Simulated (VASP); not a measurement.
Ru: single point with PBE

The system is Ru, a sheet with vacuum.

```xyz
2
Lattice="2.6481 0.0000 0.0000 -1.3240 3.5281 0.0000 0.0000 0.0000 26.2435" Properties=species:S:1:pos:R:3 pbc="T T T"
Ru    1.3240    0.9244    6.8916
Ru    0.0000    2.6037    8.1084
```

- Program: VASP 6.6.1
- Task: single point
- Functional: PBE
- Potentials or basis: VASP PAW PBE potentials, release 64 (Ru_pv)
- Cutoff: 520 eV
- k mesh: 22 × 22 × 1
- Occupations: gaussian, width 0.1 eV
- Spin: no spin polarisation

```json
{"Largest force": "0.154 eV/Å", "Band gap on the k mesh": "zero (band 14 reaches -1.99 eV, above the bottom of band 15 at -3.05 eV)"}
```

Forces in eV/Å, atoms in the order of the input:
```
Ru   0.000  0.121 -0.095
Ru   0.000 -0.121  0.095
```

Levels at points of the mesh, in eV from the Fermi level:
```tsv
k point	band 12	band 13	band 14	band 15	band 16	band 17
(0.00, 0.00, 0.00)	-1.97	-1.80	-0.37	-0.22	0.15	1.37
(0.50, 0.00, 0.00)	-2.08	0.06	0.28	0.77	1.44	3.14
(0.00, 0.50, 0.00)	-1.67	-1.06	-0.66	0.40	0.60	0.89
```

It took 13 min on 1 thread of Intel Xeon 6975P-C (shared host), peak memory 0.7 GiB.
